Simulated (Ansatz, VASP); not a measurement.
This is a calculation of Ca for Ansatz 0.2.0.

The input input.yaml:

```yaml
crystal:
  lattice:
    - [0.0, 2.9230350875, 2.9230350875]
    - [2.9230350875, 0.0, 2.9230350875]
    - [2.9230350875, 2.9230350875, 0.0]
  atoms:
    - { symbol: Ca, position: [0.0, 0.0, 0.0] }
hamiltonian:
  xc: r2scan
  pseudopotentials: { kind: paw }
  dispersion: rvv10
kpoints:
  mp_grid: { grid: [8, 8, 8] }
scf:
  occupations: { method: fermi_dirac, width: 0.05 }
output:
  forces: true
  stress: true
  eigenvalues: true
```

Potentials or basis: Ansatz PAW.

Command:

```bash
$ ansatz run input.yaml --threads 1 --pin off --max-ram 2560MiB --backend cpu --events-out ev --progress --plain --runs-dir out
```

Task: Translate it to VASP 6.6.1. Potentials there: VASP PAW PBE potentials, release 64 (Ca_sv).

Result: As run (the cutoff follows the program's own potentials):

Contents of POSCAR:

```
Ca
1.0
    0.0000000000      2.9230350875      2.9230350875
    2.9230350875      0.0000000000      2.9230350875
    2.9230350875      2.9230350875      0.0000000000
Ca
1
Direct
    0.0000000000      0.0000000000      0.0000000000
```

Contents of INCAR.step1:

```
SYSTEM = Ca
PREC = Accurate
ENCUT = 520
ISMEAR = -1
SIGMA = 0.05
LREAL = .FALSE.
LASPH = .TRUE.
NELM = 80
NBANDS = 11
GGA = PE
ALGO = Normal
EDIFF = 1E-4
LWAVE = .TRUE.
LCHARG = .FALSE.
```

The input INCAR.step2:

```
SYSTEM = Ca
PREC = Accurate
ENCUT = 520
EDIFF = 1E-6
ISMEAR = -1
SIGMA = 0.05
LREAL = .FALSE.
LASPH = .TRUE.
NELM = 80
ALGO = Normal
ISIF = 2
LWAVE = .FALSE.
LCHARG = .FALSE.
METAGGA = R2SCAN
LMIXTAU = .TRUE.
LUSE_VDW = .TRUE.
IVDW_NL = 2
BPARAM = 11.95
CPARAM = 0.0093
NBANDS = 11
ISTART = 1
```

File KPOINTS:

```
Automatic mesh
0
G
  8 8 8
  0 0 0
```

Potentials or basis: VASP PAW PBE potentials, release 64 (Ca_sv).

Launch:

```bash
$ cat potpaw_PBE.64/Ca_sv/POTCAR > POTCAR
$ cp INCAR.step1 INCAR
$ mpirun -np 1 vasp_std > vasp.out
$ cp INCAR.step2 INCAR
$ mpirun -np 1 vasp_std > vasp.out
```

Both were run:

|  | VASP | Ansatz | Ansatz less VASP |
| --- | --- | --- | --- |
| gap on the k mesh at the Fermi level (eV) | none | none | - |
| pressure (GPa) | -2.1 | -2.2 | -0.02 |

VASP's potentials were made for PBE, not for r2SCAN. A gap of «none» marks a metal or a gap that the smearing closes.
